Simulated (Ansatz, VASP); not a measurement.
**Pb: VASP beside Ansatz**

```
Pb
1.0
     0.00000    2.44157    2.44157
     2.44157    0.00000    2.44157
     2.44157    2.44157    0.00000
Pb
1
Direct
  0.00000 0.00000 0.00000
```

Alike in both runs: task single point; functional r2SCAN; dispersion D3(BJ); k mesh 9 × 9 × 9; occupations fermi-dirac, width 0.05 eV; no spin polarisation.

```csv
,VASP,Ansatz
version,VASP 6.6.1,Ansatz 0.2.0
potentials or method,"VASP PAW PBE potentials, release 64 (Pb_d)",Ansatz PAW
plane-wave cutoff (eV),520,500
valence electrons in the cell,14,14
```

```csv
,VASP,Ansatz,Ansatz less VASP
gap on the k mesh at the Fermi level (eV),none,none,-
pressure (GPa),2.3,2.3,0.00
```

VASP's potentials were made for PBE, not for r2SCAN. A gap of «none» marks a metal or a gap that the smearing closes.

Spin-orbit coupling is off throughout.
